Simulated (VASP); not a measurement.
## ReSbC3: single point with PBE

The system is ReSbC3.

```
CELL_PARAMETERS angstrom
4.54092 0.00000 0.00000
-2.27046 3.93255 0.00000
0.00000 0.00000 5.08701
ATOMIC_POSITIONS crystal
Re 0.00000 0.00000 0.50000
Sb 0.00000 0.00000 0.00000
C 0.50000 0.00000 0.00000
C 0.00000 0.50000 0.00000
C 0.50000 0.50000 0.00000
```

The cell was generated, and may not be a known phase.

| Property | Result |
| --- | --- |
| Program | VASP 6.6.1 |
| Task | single point |
| Functional | PBE |
| Potentials or basis | VASP PAW PBE potentials, release 64 (Re_sv_GW, Sb_d_GW, C) |
| Cutoff | 700 eV |
| k mesh | 9 × 9 × 8 |
| Occupations | gaussian, width 0.1 eV |
| Spin | no spin polarisation |

```json
{"Pressure": "0.0 GPa", "Band gap on the k mesh": "zero (bands 21 and 22 overlap by 0.60 eV)"}
```

Stress tensor (GPa, compression positive):
```
 0.10  0.00  0.00
 0.00  0.10  0.00
 0.00  0.00 -0.08
```

Levels at points of the mesh, in eV from the Fermi level:
```tsv
k point	band 17	band 18	band 19	band 20	band 21	band 22	band 23	band 24	band 25	band 26
(0.00, 0.00, 0.00)	-4.48	-1.47	-0.53	-0.53	-0.07	-0.07	0.94	0.94	2.35	2.61
(0.00, 0.00, 0.50)	-4.60	-2.11	-0.68	-0.68	0.03	0.03	0.97	1.62	1.62	2.73
```

Run time: 14 min on 1 thread of AMD EPYC 7R43 64-Core Processor (Zen 3) (shared host), peak memory 0.41 GiB.

Caveat: spin-orbit coupling is left out, which moves the levels of the heavy elements.
